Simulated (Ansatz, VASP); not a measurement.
**Tl3O in VASP and in Ansatz**

POSCAR

```
Tl3O
1.0
    4.5252359442      0.0000000000      0.0000000000
    0.0000000000      4.5252359442      0.0000000000
    0.0000000000      0.0000000000      4.5252359442
Tl O
3 1
Direct
    0.0000000000      0.5000000000      0.5000000000
    0.5000000000      0.0000000000      0.5000000000
    0.5000000000      0.5000000000      0.0000000000
    0.0000000000      0.0000000000      0.0000000000
```

INCAR.step1

```
  PREC = Accurate
  ENCUT = 520
  ISMEAR = 0
  SIGMA = 0.1
  LREAL = F
  LASPH = T
  NELM = 80
  NBANDS = 30
  GGA = PE
  ALGO = Normal
  EDIFF = 1E-4
  LWAVE = T
  LCHARG = F
```

INCAR.step2

```
  PREC = Accurate
  ENCUT = 520
  EDIFF = 1E-6
  ISMEAR = 0
  SIGMA = 0.1
  LREAL = F
  LASPH = T
  NELM = 80
  ALGO = Normal
  ISIF = 2
  LWAVE = F
  LCHARG = F
  METAGGA = R2SCAN
  LMIXTAU = T
  NBANDS = 30
  ISTART = 1
```

KPOINTS

```
Automatic mesh
0
Gamma
  4 4 4
```

Input for Ansatz:

```yaml
crystal:
  lattice:
    - [4.5252359442, 0.0, 0.0]
    - [0.0, 4.5252359442, 0.0]
    - [0.0, 0.0, 4.5252359442]
  atoms:
    - { symbol: Tl, position: [0.0, 0.5, 0.5] }
    - { symbol: Tl, position: [0.5, 0.0, 0.5] }
    - { symbol: Tl, position: [0.5, 0.5, 0.0] }
    - { symbol: O, position: [0.0, 0.0, 0.0] }
basis:
  ecutwfc: 500
kpoints:
  mp_grid: { grid: [4, 4, 4] }
hamiltonian:
  xc: r2scan
scf:
  occupations: { method: gaussian, width: 0.1 }
  lower_state_search: "off"
output:
  forces: true
  stress: true
  eigenvalues: true
```

Alike in both runs: task single point; functional r2SCAN; k mesh 4 × 4 × 4; occupations gaussian, width 0.1 eV; no spin polarisation.

|  | VASP | Ansatz |
| --- | --- | --- |
| version | VASP 6.6.1 | Ansatz 0.2.0 |
| potentials or method | VASP PAW PBE potentials, release 64 (Tl_d, O), cutoff 520 eV | scalar-relativistic, plane waves, PAW |
| valence electrons in the cell | 45 | 45 |

```tsv
	VASP	Ansatz	Ansatz less VASP
gap on the k mesh at the Fermi level (eV)	none	none	-
pressure (GPa)	0.5	0.5	0.00
```

VASP's potentials were made for PBE, not for r2SCAN. A gap of «none» marks a metal or a gap that the smearing closes.

Spin-orbit coupling is off throughout.
